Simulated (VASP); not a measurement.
# ZnS (P6_3mc) in VASP: further runs

Aim: see how the results for ZnS move with the level of theory and the settings. Levels: PBE, r2SCAN. Tasks: electric field gradients.

Everything below comes from runs of VASP 6.6.1. Logs are shortened: lines on timing, memory, paths and dates and some standing lists are left out, and cuts for length are marked.

## 1. The cell of the first run

The structure is hexagonal, space group P6_3mc (No. 186). The conventional cell has a = 3.820 Å, b = 3.820 Å, c = 24.960 Å, α = 90.00°, β = 90.00°, γ = 120.00°. Zn (site symmetry 3m) has 4 S at 2.34 Å within 3.1 Å. Zn (site symmetry 3m) has 4 S at 2.34 Å within 3.1 Å. Zn (site symmetry 3m) has 4 S at 2.34 Å within 3.1 Å. Zn (site symmetry 3m) has 4 S at 2.34 Å within 3.1 Å. S (site symmetry 3m) has 4 Zn at 2.34 Å within 3.1 Å. S (site symmetry 3m) has 4 Zn at 2.34 Å within 3.1 Å. S (site symmetry 3m) has 4 Zn at 2.34 Å within 3.1 Å. Within 3.1 Å of S (site symmetry 3m) lie 4 Zn at 2.34 Å.

## 2. Electric field gradients, PBE

The input, INCAR:

```
PREC = Accurate
ENCUT = 520
EDIFF = 1E-8
ISMEAR = -1
SIGMA = 0.02
LREAL = Auto
LASPH = True
NELM = 60
ALGO = Normal
ISIF = 2
LWAVE = False
LCHARG = False
GGA = PE
LEFG = True
NBANDS = 86
```

The input, KPOINTS:

```
Automatic mesh
0
Gamma
  8 8 2
```

The input, POSCAR:

```
ZnS
1.0
    3.8200000000      0.0000000000      0.0000000000
   -1.9100000000      3.3082170425      0.0000000000
    0.0000000000      0.0000000000     24.9600000000
Zn S
8 8
Direct
    0.0000000000      0.0000000000      0.0000000000
    0.0000000000      0.0000000000      0.5000000000
    0.3333333333      0.6666666667      0.1250000000
    0.6666666667      0.3333333333      0.6250000000
    0.3333333333      0.6666666667      0.3750000000
    0.6666666667      0.3333333333      0.8750000000
    0.3333333333      0.6666666667      0.7500000000
    0.6666666667      0.3333333333      0.2500000000
    0.0000000000      0.0000000000      0.0938000000
    0.0000000000      0.0000000000      0.5938000000
    0.3333333333      0.6666666667      0.2188000000
    0.6666666667      0.3333333333      0.7188000000
    0.3333333333      0.6666666667      0.4688000000
    0.6666666667      0.3333333333      0.9688000000
    0.3333333333      0.6666666667      0.8438000000
    0.6666666667      0.3333333333      0.3438000000
```

Potentials or basis: VASP PAW PBE potentials, release 64 (Zn, S).

The run is started by

```sh
> cat potpaw_PBE.64/Zn/POTCAR potpaw_PBE.64/S/POTCAR > POTCAR
> mpirun -np 1 vasp_std > vasp.out
```

OUTCAR:

```text
PREC = Accurate
   ENCUT = 520
   EDIFF = 1E-8
   ISMEAR = -1
   LREAL = Auto
   LASPH = True
   NELM = 60
   ISIF = 2
   GGA = PE

 ion  position               nearest neighbor table
   1  0.000  0.000  0.000-  14 2.34  14 2.34  14 2.34   9 2.34
   2  0.000  0.000  0.500-  13 2.34  13 2.34  13 2.34  10 2.34
   3  0.333  0.667  0.125-   9 2.34   9 2.34   9 2.34  11 2.34
   4  0.667  0.333  0.625-  10 2.34  10 2.34  10 2.34  12 2.34
   5  0.333  0.667  0.375-  16 2.34  16 2.34  16 2.34  13 2.34
   6  0.667  0.333  0.875-  15 2.34  15 2.34  15 2.34  14 2.34
[... 8 lines left out ...]
  15  0.333  0.667  0.844-   6 2.34   6 2.34   6 2.34   7 2.34
  16  0.667  0.333  0.344-   5 2.34   5 2.34   5 2.34   8 2.34

  LATTYP: Found a hexagonal cell.
 ALAT       =     3.8200000000
 C/A-ratio  =     6.5340314136

  Lattice vectors:

 A1 = (   3.8200000000,   0.0000000000,   0.0000000000)
 A2 = (  -1.9100000000,   3.3082170425,   0.0000000000)
 A3 = (   0.0000000000,   0.0000000000,  24.9600000000)

Analysis of symmetry for initial positions (statically):
=====================================================================
 Subroutine PRICEL returns:
 Original cell was already a primitive cell.

 Routine SETGRP: Setting up the symmetry group for a
 hexagonal supercell.

 Subroutine GETGRP returns: Found 12 space group operations
 (whereof  6 operations were pure point group operations)
 out of a pool of 24 trial point group operations.

The static configuration has the point symmetry C_3v.
 The point group associated with its full space group is C_6v.

Analysis of symmetry for dynamics (positions and initial velocities):
=====================================================================
 Subroutine PRICEL returns:
 Original cell was already a primitive cell.

 Routine SETGRP: Setting up the symmetry group for a
 hexagonal supercell.

 Subroutine GETGRP returns: Found 12 space group operations
 (whereof  6 operations were pure point group operations)
 out of a pool of 24 trial point group operations.

The dynamic configuration has the point symmetry C_3v.
 The point group associated with its full space group is C_6v.

 Subroutine INISYM returns: Found 12 space group operations
 (whereof  6 operations are pure point group operations),
 and found     1 'primitive' translations

----------------------------------------------------------------------------------------

                                     Primitive cell

  volume of cell :     315.4292

  direct lattice vectors                    reciprocal lattice vectors
     3.820000000  0.000000000  0.000000000     0.261780105  0.151138814  0.000000000
    -1.910000000  3.308217042  0.000000000     0.000000000  0.302277628  0.000000000
     0.000000000  0.000000000 24.960000000     0.000000000  0.000000000  0.040064103

  length of vectors
     3.820000000  3.820000000 24.960000000     0.302277628  0.302277628  0.040064103

  position of ions in fractional coordinates (direct lattice)
     0.000000000  0.000000000  0.000000000
     0.000000000  0.000000000  0.500000000
     0.333333333  0.666666667  0.125000000
     0.666666667  0.333333333  0.625000000
     0.333333333  0.666666667  0.375000000
     0.666666667  0.333333333  0.875000000
[... 8 lines left out ...]
     0.333333333  0.666666667  0.843800000
     0.666666667  0.333333333  0.343800000

  ion indices of the primitive-cell ions
   primitive index   ion index
                 1           1
                 2           2
                 3           3
                 4           4
                 5           5
                 6           6
[... 8 lines left out ...]
                15          15
                16          16

----------------------------------------------------------------------------------------

 KPOINTS: Automatic mesh

Automatic generation of k-mesh.
 Grid dimensions read from file:
 generate k-points for:    8    8    2

 Generating k-lattice:

  Cartesian coordinates                     Fractional coordinates (reciprocal lattice)
     0.032722513  0.018892352  0.000000000     0.125000000 -0.000000000  0.000000000
     0.000000000  0.037784703  0.000000000     0.000000000  0.125000000  0.000000000
     0.000000000  0.000000000  0.020032051     0.000000000  0.000000000  0.500000000

  Length of vectors
     0.037784703  0.037784703  0.020032051

  Shift w.r.t. Gamma in fractional coordinates (k-lattice)
     0.000000000  0.000000000  0.000000000

 Subroutine IBZKPT returns following result:
 ===========================================

 Found     20 irreducible k-points:

 Following reciprocal coordinates:
            Coordinates               Weight
  0.000000  0.000000  0.000000      1.000000
  0.125000  0.000000  0.000000      6.000000
  0.250000  0.000000  0.000000      6.000000
  0.375000 -0.000000  0.000000      6.000000
  0.500000  0.000000  0.000000      3.000000
  0.125000  0.125000  0.000000      6.000000
[... 12 lines left out ...]
  0.250000  0.250000  0.500000      6.000000
  0.375000  0.250000  0.500000      6.000000
   k-points           NKPTS =     20   k-points in BZ     NKDIM =     20   number of bands    NBANDS=     86
   number of dos      NEDOS =    301   number of ions     NIONS =     16
   total plane-waves  NPLWV = 150528
   dimension x,y,z NGX =    28 NGY =   28 NGZ =  192
   dimension x,y,z NGXF=    56 NGYF=   56 NGZF=  384
   ions per type =               8   8
   NGX,Y,Z   is equivalent  to a cutoff of  12.19, 12.19, 12.79 a.u.
   NGXF,Y,Z  is equivalent  to a cutoff of  24.37, 24.37, 25.58 a.u.
 SYSTEM =  unknown system
   PREC   = accura    normal or accurate (medium, high low for compatibility)
   ISTART =      0    job   : 0-new  1-cont  2-samecut
   ICHARG =      2    charge: 1-file 2-atom 10-const
   ISPIN  =      1    spin polarized calculation?
   LNONCOLLINEAR =      F non collinear calculations
   LSORBIT =      F    spin-orbit coupling
   LASPH  =      T    aspherical Exc in radial PAW
   ENCUT  =  520.0 eV  38.22 Ry    6.18 a.u.   7.10  7.10 46.41*2*pi/ulx,y,z
   NELM   =     60;   NELMIN=  2; NELMDL= -5     # of ELM steps
   EDIFF  = 0.1E-07   stopping-criterion for ELM
   LREAL  =      T    real-space projection
   EDIFFG = 0.1E-06   stopping-criterion for IOM
   NSW    =      0    number of steps for IOM
   IBRION =     -1    ionic relax: 0-MD 1-quasi-New 2-CG
   NFREE  =      0    steps in history (QN), initial steepest desc. (CG)
   ISIF   =      2    stress and relaxation
   ISYM   =      2    0-nonsym 1-usesym 2-fastsym
   POTIM  = 0.5000    time-step for ionic-motion
   TEBEG  =    0.0;   TEEND  =   0.0 temperature during run
   PSTRESS=    0.0 pullay stress
   NELECT =     144.0000    total number of electrons
   NUPDOWN=      -1.0000    fix difference up-down
   EMIN   =  10.00;   EMAX   =-10.00  energy-range for DOS
   EFERMI =   0.00;   METHOD = LEGACY
   ISMEAR =    -1;   SIGMA  =   0.02  broadening in eV -4-tet -1-fermi 0-gaus
   EFERMI_NEDOS =   21; number of points for ismear=-14 and -15
   IALGO  =     38    algorithm
   IMIX   =      4    mixing-type and parameters
     AMIX     =   0.40;   BMIX     =  1.00
     AMIX_MAG =   1.60;   BMIX_MAG =  1.00
  volume/ion in A,a.u.               =      19.71       133.04
  Fermi-wavevector in a.u.,A,eV,Ry     =   1.260555  2.382103 21.619631  1.588998
  Thomas-Fermi vector in A             =   2.394058
   LORBIT       =      0    0 simple, 1 ext, 2 COOP (PROOUT), +10 PAW based schemes
   GGA     = PE    functional components
   LHFCALC =     F    Hartree Fock is set to
   AEXX    =    0.0000 exact exchange contribution
   IVDW    =     0    specifies the selected vdW correction
   LEPSILON=     F    determine dielectric tensor
   LRPA    =     F    only Hartree local field effects (RPA)
 non-spin polarized calculation
  energy-cutoff  :      520.00
  volume of cell :      315.43
 maximum number of plane-waves:      8545
   NGX = 15   NGY = 15   NGZ = 93

 number of electron     143.9999938 magnetization

 Free energy of the ion-electron system (eV)
  ---------------------------------------------------
  ext. energy  EPLUGINS =         0.00000000
  ---------------------------------------------------
  free energy    TOTEN  =       -54.76925555 eV

  energy without entropy =      -54.76925555  energy(sigma->0) =      -54.76925555

 E-fermi :   2.5401     XC(G=0):  -9.6314

 val. band max:        2.1152946927   @ k =   0.0000   0.0000   0.0000
 cond. band min:       4.2518595233   @ k =   0.0000   0.0000   0.0000
 fundamental gap:      2.1365648306
 Fermi energy:         2.5401059660

 k-point     1 :       0.0000    0.0000    0.0000
  band No.  band energies     occupation
      1     -11.0345      2.00000
      2     -10.9206      2.00000
      3     -10.9137      2.00000
      4     -10.6139      2.00000
      5     -10.6078      2.00000
      6     -10.2671      2.00000
[... 1729 lines left out ...]
     83       8.0834      0.00000
     84       8.0834      0.00000
 [bands above 84 left out]

------------------------ aborting loop because EDIFF is reached ----------------------------------------

  FORCE on cell =-STRESS in cart. coord.  units (eV):
  Direction    XX          YY          ZZ          XY          YZ          ZX
  --------------------------------------------------------------------------------------
  -------------------------------------------------------------------------------------
  Total        3.5629478      3.5629478      3.6214353      0.0000000     -0.0000000      0.0000000
  in kB       18.0974800     18.0974800     18.3945586      0.0000000     -0.0000000      0.0000000
  external PRESSURE =      18.1965062 kB  Pullay stress =       0.0000000 kB

 VOLUME and BASIS-vectors are now :
 -----------------------------------------------------------------------------
  energy-cutoff  :      520.00
  volume of cell :      315.43
      direct lattice vectors                 reciprocal lattice vectors
     3.820000000  0.000000000  0.000000000     0.261780105  0.151138814  0.000000000
    -1.910000000  3.308217042  0.000000000     0.000000000  0.302277628  0.000000000
     0.000000000  0.000000000 24.960000000     0.000000000  0.000000000  0.040064103

 POSITION                                       TOTAL-FORCE (eV/Angst)
 -----------------------------------------------------------------------------------
      0.00000      0.00000      0.00000        -0.000000      0.000000      0.006527
      0.00000      0.00000     12.48000         0.000000      0.000000      0.006527
     -0.00000      2.20548      3.12000        -0.000000      0.000000      0.007633
      1.91000      1.10274     15.60000         0.000000     -0.000000      0.007633
     -0.00000      2.20548      9.36000         0.000000     -0.000000      0.017698
      1.91000      1.10274     21.84000        -0.000000      0.000000      0.017698
[... 8 lines left out ...]
     -0.00000      2.20548     21.06125        -0.000000      0.000000      0.018645
      1.91000      1.10274      8.58125        -0.000000      0.000000      0.018645
 -----------------------------------------------------------------------------------
    total drift:                               -0.000002     -0.000003      0.000534

  FREE ENERGIE OF THE ION-ELECTRON SYSTEM (eV)
  ---------------------------------------------------
  free  energy   TOTEN  =       -54.7692555485 eV

  energy  without entropy=      -54.7692555485  energy(sigma->0) =      -54.76925555

 Electric field gradients (V/A^2)
---------------------------------------------------------------------
 ion       V_xx      V_yy      V_zz      V_xy      V_xz      V_yz
---------------------------------------------------------------------
   1      -0.309    -0.307     0.616     0.002     0.000    -0.000
   2      -0.309    -0.307     0.616     0.002    -0.000     0.000
   3      -0.350    -0.344     0.693     0.005     0.000    -0.000
   4      -0.350    -0.344     0.693     0.005    -0.000     0.000
   5      -0.571    -0.565     1.136     0.005     0.000    -0.000
   6      -0.571    -0.565     1.136     0.005    -0.000     0.000
[... 8 lines left out ...]
  15      -0.622    -0.622     1.244    -0.000     0.000    -0.000
  16      -0.622    -0.622     1.244    -0.000    -0.000     0.000
---------------------------------------------------------------------

 Electric field gradients after diagonalization (V/A^2)
 (convention: |V_zz| > |V_xx| > |V_yy|)
----------------------------------------------------------------------
 ion       V_xx      V_yy      V_zz     asymmetry (V_yy - V_xx)/ V_zz
----------------------------------------------------------------------
   1      -0.310    -0.306     0.616       0.007
   2      -0.310    -0.306     0.616       0.007
   3      -0.353    -0.340     0.693       0.018
   4      -0.353    -0.340     0.693       0.018
   5      -0.574    -0.562     1.136       0.011
   6      -0.574    -0.562     1.136       0.011
[... 8 lines left out ...]
  15      -0.623    -0.622     1.244       0.001
  16      -0.623    -0.622     1.244       0.001
----------------------------------------------------------------------

           NMR quadrupolar parameters

 Cq : quadrupolar parameter    Cq=e*Q*V_zz/h
 eta: asymmetry parameters     (V_yy - V_xx)/ V_zz
 Q  : nuclear electric quadrupole moment in mb (millibarn)
----------------------------------------------------------------------
 ion       Cq(MHz)       eta       Q (mb)
----------------------------------------------------------------------
   1       0.001       0.007       1.000
   2       0.001       0.007       1.000
   3       0.002       0.018       1.000
   4       0.002       0.018       1.000
   5       0.003       0.011       1.000
   6       0.003       0.011       1.000
[... 8 lines left out ...]
  15       0.003       0.001       1.000
  16       0.003       0.001       1.000
----------------------------------------------------------------------
```

Wall time 31 min (1 thread of Intel Xeon Platinum 8259CL at 2.50GHz (Skylake/Cascade Lake), shared host); peak memory 0.58 GiB.

What came out:

| Quantity | Value |
| --- | --- |
| Free energy | -54.7693 eV |
| Pressure | 1.8 GPa |
| Largest force | 0.035 eV/Å |
| Band gap on the k mesh | 2.14 eV |
| Largest electric field gradient by atom | Zn +0.6, +0.7, +1.1, -0.6 (each value once); S -0.0, +0.3, +0.0, +1.2 (each value once) V/Å² |

Forces in eV/Å, atoms in the order of the input:
```
Zn   0.000  0.000  0.007
Zn   0.000  0.000  0.007
Zn   0.000  0.000  0.008
Zn   0.000  0.000  0.008
Zn   0.000  0.000  0.018
Zn   0.000  0.000  0.018
Zn   0.000  0.000  0.002
Zn   0.000  0.000  0.002
S    0.000  0.000 -0.005
S    0.000  0.000 -0.005
S    0.000  0.000 -0.035
S    0.000  0.000 -0.035
S    0.000  0.000 -0.012
S    0.000  0.000 -0.012
S    0.000  0.000  0.019
S    0.000  0.000  0.019
```

Electric field gradients, principal values (V/Å²):
```csv
atom,least,middle,greatest (by size)
1 Zn,-0.306,-0.310,0.616
2 Zn,-0.306,-0.310,0.616
3 Zn,-0.340,-0.353,0.693
4 Zn,-0.340,-0.353,0.693
5 Zn,-0.562,-0.574,1.136
6 Zn,-0.562,-0.574,1.136
7 Zn,0.276,0.289,-0.565
8 Zn,0.276,0.289,-0.565
9 S,0.023,0.024,-0.048
10 S,0.023,0.024,-0.048
11 S,-0.157,-0.158,0.316
12 S,-0.157,-0.158,0.316
13 S,-0.024,-0.025,0.049
14 S,-0.024,-0.025,0.049
15 S,-0.622,-0.623,1.244
16 S,-0.622,-0.623,1.244
```

Caveat: without QUAD_EFG the Cq values of the log hold for a quadrupole moment of 1 mb, not for the nuclei.

(Part 1 of 2 ends here.)
